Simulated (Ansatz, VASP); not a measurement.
BN: VASP beside Ansatz

```
B N
1.0
     6.55307   -1.25575   -0.00258
     6.55307    1.25575   -0.00258
    -0.04156    0.00000    4.39903
B N
4 4
Direct
  0.00006 0.00006 0.99881
  0.20002 0.20002 0.42795
  0.86577 0.86577 0.38023
  0.53153 0.53153 0.49838
  0.98079 0.98079 0.34301
  0.50611 0.50611 0.84310
  0.64690 0.64690 0.44432
  0.31231 0.31231 0.39271
```

Alike in both runs: functional PBE; k mesh 12 × 12 × 6; occupations gaussian, width 0.02 eV; no spin polarisation.

Ansatz relaxed the structure, and its values are those at the end. VASP's run is a single point on that final structure, the one shown.

|  | VASP | Ansatz |
| --- | --- | --- |
| version | VASP 6.6.1 | Ansatz 0.2.0 |
| potentials or method | VASP PAW PBE potentials, release 64 (B, N), cutoff 520 eV | scalar-relativistic, plane waves, PAW |
| valence electrons in the cell | 32 | 32 |

```csv
,VASP,Ansatz,Ansatz less VASP
gap on the k mesh at the Fermi level (eV),1.58,1.58,+0.007
least direct gap on the mesh (eV),1.58,1.58,+0.007
pressure (GPa),0.1,0.0,-0.07
```
